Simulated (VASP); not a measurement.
Here is a VASP 6.6.1 calculation.

File POSCAR:

```
HgTe
1.0
    0.0000000000      3.0216240777      3.0216240777
    3.0216240777      0.0000000000      3.0216240777
    3.0216240777      3.0216240777      0.0000000000
Hg Te
1 1
Direct
    0.0000000000      0.0000000000      0.0000000000
    0.5000000000      0.5000000000      0.5000000000
```

The input INCAR.step1:

```
SYSTEM = HgTe
ALGO     = Normal         ! electronic algorithm
EDIFF    = 1E-5           ! SCF threshold, eV
ENCUT    = 520            ! plane-wave cutoff, eV
GGA      = PE             ! functional
ISIF     = 2              ! what is computed and relaxed
ISMEAR   = -1             ! smearing method
LASPH    = .TRUE.         ! aspherical terms in the spheres
LREAL    = .FALSE.        ! projectors in reciprocal space
LWAVE    = .TRUE.         ! write WAVECAR
NBANDS   = 16             ! bands
NELM     = 60             ! most SCF steps
PREC     = Accurate       ! precision mode
SIGMA    = 0.05           ! smearing width, eV
```

File INCAR.step2:

```
SYSTEM = HgTe
AEXX     = 0.25           ! exact-exchange fraction
ALGO     = Normal         ! electronic algorithm
EDIFF    = 1E-6           ! SCF threshold, eV
ENCUT    = 520            ! plane-wave cutoff, eV
GGA      = PS             ! functional
HFSCREEN = 0.207          ! screening, 1/A
ISIF     = 2              ! what is computed and relaxed
ISMEAR   = -1             ! smearing method
ISTART   = 1            
LASPH    = .TRUE.         ! aspherical terms in the spheres
LCHARG   = .TRUE.         ! write CHGCAR
LELF     = .TRUE.         ! ELF
LHFCALC  = .TRUE.         ! exact exchange
LREAL    = .FALSE.        ! projectors in reciprocal space
LVHAR    = .TRUE.       
LWAVE    = .FALSE.        ! write WAVECAR
NBANDS   = 16             ! bands
NELM     = 60             ! most SCF steps
PREC     = Accurate       ! precision mode
PRECFOCK = Normal       
SIGMA    = 0.05           ! smearing width, eV
```

File KPOINTS:

```
k-points
0
G
  4 4 4
  0 0 0
```

Potentials or basis: VASP PAW PBE potentials, release 64 (Hg, Te).

Run with:

```sh
$ cat potpaw_PBE.64/Hg/POTCAR potpaw_PBE.64/Te/POTCAR > POTCAR
$ cp INCAR.step1 INCAR
$ mpirun -np 1 vasp_std > vasp.out
$ cp INCAR.step2 INCAR
$ mpirun -np 1 vasp_std > vasp.out
```

Task: Predict the band gap on the k mesh.

Result: Zero (bands 9 and 10 overlap by 2.93 eV).

Task: What does it give for the pressure?

Result: 0.0 GPa.

Caveat: the k points lie up to 0.45 Å⁻¹ apart, too coarse for converged energies and pressures of a metal; the PAW data sets were made with another functional, which shifts forces and pressure a little; spin-orbit coupling is left out, which moves the levels of the heavy elements.
